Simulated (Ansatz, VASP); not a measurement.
## Pt in VASP and in Ansatz

File INCAR:

```
  PREC = Accurate
  ENCUT = 520
  EDIFF = 1E-7
  ISMEAR = 0
  SIGMA = 0.6
  LREAL = F
  LASPH = T
  NELM = 60
  ALGO = Normal
  ISIF = 2
  LWAVE = F
  LCHARG = F
  NBANDS = 11
```

File KPOINTS:

```
regular mesh
0
Gamma
  14 14 14
```

The input POSCAR:

```
Pt
1.0
    0.0000000000      1.9474302061      1.9474302061
    1.9474302061      0.0000000000      1.9474302061
    1.9474302061      1.9474302061      0.0000000000
Pt
1
Direct
    0.0000000000      0.0000000000      0.0000000000
```

Input for Ansatz:

```yaml
crystal:
  lattice:
    - [0.0, 1.9474302061, 1.9474302061]
    - [1.9474302061, 0.0, 1.9474302061]
    - [1.9474302061, 1.9474302061, 0.0]
  atoms:
    - { symbol: Pt, position: [0.0, 0.0, 0.0] }
hamiltonian:
  xc: lda
  pseudopotentials:
    kind: paw
    azcp:
      Pt: "pseudopotentials/Pt.paw.azcp"
basis:
  ecutwfc: 420
  fft_grid_basis: typed
kpoints:
  mp_grid: { grid: [14, 14, 14], shift: [0, 0, 0] }
magnetization:
  spin_polarized: false
scf:
  occupations: { method: gaussian, width: 0.6 }
  lower_state_search: "off"
output:
  stress: true
```

Alike in both runs: task single point; functional LDA; k mesh 14 × 14 × 14; occupations gaussian, width 0.6 eV; no spin polarisation.

|  | VASP | Ansatz |
| --- | --- | --- |
| version | VASP 6.6.1 | Ansatz 0.2.0 |
| potentials or method | VASP PAW LDA potentials, release 64 (Pt), cutoff 520 eV | plane waves (420 eV) with PAW, scalar-relativistic |
| valence electrons in the cell | 10 | 18 |

```tsv
	VASP	Ansatz	Ansatz less VASP
pressure (GPa)	2.1	1.3	-0.76
```

Ansatz warns that its potentials were made for another functional, while VASP's fit it. LDA's correlation is that of Perdew and Zunger in VASP and of Perdew and Wang (1992) in Ansatz. VASP's potentials hold 10 valence electrons a cell and Ansatz's 18, so a difference there can come from the potentials and not from the codes.

Spin-orbit coupling is off throughout.
